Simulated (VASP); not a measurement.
A run of VASP 6.6.1 is set up as follows.

The input INCAR:

```
  ALGO = Normal
  EDIFF = 1E-7
  ENCUT = 520
  GGA = PS
  ISIF = 2
  ISMEAR = 0
  LASPH = True
  LCHARG = True
  LELF = True
  LREAL = False
  LVHAR = True
  LWAVE = False
  NBANDS = 11
  NELM = 100
  PREC = Accurate
  SIGMA = 0.15
```

KPOINTS

```
k-points
0
Gamma
  20 20 20
```

POSCAR

```
Pt
1.0
    0.0000000000      1.8991630000      1.9872685000
    1.8991630000      0.0000000000      1.9872685000
    1.8991630000      1.8991630000      0.0000000000
Pt
1
Direct
    0.0000000000      0.0000000000      0.0000000000
```

Potentials or basis: VASP PAW PBE potentials, release 64 (Pt).

Command:

```bash
$ cat potpaw_PBE.64/Pt/POTCAR > POTCAR
$ mpirun -np 1 vasp_std > vasp.out
```

Task: What does it give for the pressure?

Result: 15.6 GPa.

Task: Predict the band gap on the k mesh.

Result: Zero (band 5 reaches 12.92 eV, above the bottom of band 6 at 10.21 eV).

Stress tensor (GPa, compression positive):
```
17.86  0.00  0.00
 0.00 17.86  0.00
 0.00  0.00 11.07
```

Caveat: the cell differs from its parent crystal (strain -0.030 along x and y, +0.015 along z); the PAW data sets were made with another functional, which shifts forces and pressure a little; spin-orbit coupling is left out, which moves the levels of the heavy elements.
